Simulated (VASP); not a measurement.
Here is a VASP 6.6.1 calculation.

INCAR

```
SYSTEM = NaCl
ALGO = Normal ; EDIFF = 1E-6
ENCUT = 520 ; GGA = PS
ISIF = 2 ; ISMEAR = 0
LASPH = .TRUE. ; LCHARG = .TRUE.
LELF = .TRUE. ; LREAL = .FALSE.
LVHAR = .TRUE. ; LWAVE = .FALSE.
NBANDS = 14 ; NELM = 100
PREC = Accurate ; SIGMA = 0.05
```

File KPOINTS:

```
k-points
0
G
  8 8 8
  0 0 0
```

POSCAR

```
NaCl
1.0
    0.0000000000      2.6647787748      3.1977345297
    2.6647787748      0.0000000000      3.1977345297
    2.6647787748      2.6647787748      0.0000000000
Na Cl
1 1
Direct
    0.0000000000      0.0000000000      0.0000000000
    0.5000000000      0.5000000000      0.5000000000
```

Potentials or basis: VASP PAW PBE potentials, release 64 (Na_pv, Cl).

Launch:

```sh
$ cat potpaw_PBE.64/Na_pv/POTCAR potpaw_PBE.64/Cl/POTCAR > POTCAR
$ mpirun -np 1 vasp_std > vasp.out
```

**Question.** Estimate the pressure.

**Answer.** 1.1 GPa.

**Question.** Predict the band gap on the k mesh.

**Answer.** 4.93 eV.

Stress tensor (GPa, compression positive):
```
 2.90  0.00  0.00
 0.00  2.90  0.00
 0.00  0.00 -2.58
```

Caveat: the stress differs along the axes, from -3 to 3 GPa; the PAW data sets were made with another functional, which shifts forces and pressure a little. A k mesh can miss the band edges.
